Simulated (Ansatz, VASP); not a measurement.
## P: VASP beside Ansatz

The input INCAR:

```
SYSTEM = P
PREC = Accurate
ENCUT = 520
EDIFF = 1E-6
ISMEAR = 0
SIGMA = 0.2
LREAL = .FALSE.
LASPH = .TRUE.
NELM = 100
ALGO = Normal
ISIF = 2
LWAVE = .FALSE.
LCHARG = .FALSE.
GGA = PE
NBANDS = 30
```

KPOINTS

```
regular mesh
0
G
  6 4 4
  0 0 0
```

POSCAR

```
P
1.0
    0.0000000000      0.0000000000      3.3046964306
    2.3027426375     -5.9723495944      0.0000000000
    6.9082279126      5.9723495944      0.0000000000
P
8
Direct
    0.0000000000      0.1766977573      0.4998308709
    0.0000000000      0.6766977573      0.9998308709
    0.5000000000      0.6613974276      0.3382643141
    0.5000000000      0.1613974276      0.8382643141
    0.0000000000      0.3233022427      0.0001691291
    0.0000000000      0.8233022427      0.5001691291
    0.5000000000      0.8386025724      0.1617356859
    0.5000000000      0.3386025724      0.6617356859
```

Input for Ansatz:

```yaml
crystal:
  lattice:
    - [0.0, 0.0, 3.3046964306]
    - [2.3027426375, -5.9723495944, 0.0]
    - [6.9082279126, 5.9723495944, 0.0]
  atoms:
    - { symbol: P, position: [0.0, 0.1766977573, 0.4998308709] }
    - { symbol: P, position: [0.0, 0.6766977573, 0.9998308709] }
    - { symbol: P, position: [0.5, 0.6613974276, 0.3382643141] }
    - { symbol: P, position: [0.5, 0.1613974276, 0.8382643141] }
    - { symbol: P, position: [0.0, 0.3233022427, 0.0001691291] }
    - { symbol: P, position: [0.0, 0.8233022427, 0.5001691291] }
    - { symbol: P, position: [0.5, 0.8386025724, 0.1617356859] }
    - { symbol: P, position: [0.5, 0.3386025724, 0.6617356859] }
basis:
  ecutwfc: 420
kpoints:
  mp_grid: { grid: [6, 4, 4] }
hamiltonian:
  xc: pbe
scf:
  occupations: { method: gaussian, width: 0.2 }
  lower_state_search: "off"
output:
  forces: true
  stress: true
  eigenvalues: true
```

Alike in both runs: task single point; functional PBE; k mesh 6 × 4 × 4; occupations gaussian, width 0.2 eV; no spin polarisation.

|  | VASP | Ansatz |
| --- | --- | --- |
| version | VASP 6.6.1 | Ansatz 0.2.0 |
| potentials or method | VASP PAW PBE potentials, release 64 (P), cutoff 520 eV | scalar-relativistic, plane waves, PAW |
| valence electrons in the cell | 40 | 40 |

|  | VASP | Ansatz | Ansatz less VASP |
| --- | --- | --- | --- |
| gap on the k mesh at the Fermi level (eV) | none | none | - |
| pressure (GPa) | -0.3 | 0.0 | +0.29 |
| traceless stress, the component that is largest in VASP (GPa) | -0.21 | -0.20 | +0.019 |
| rms of the force components (eV/Å) | 0.033 | 0.010 | -0.0238 |

Atom by atom the forces differ by 0.029 eV/Å (rms over components). A gap of «none» marks a metal or a gap that the smearing closes. With one functional, cell and mesh, what is left measures potentials, basis and numerics.
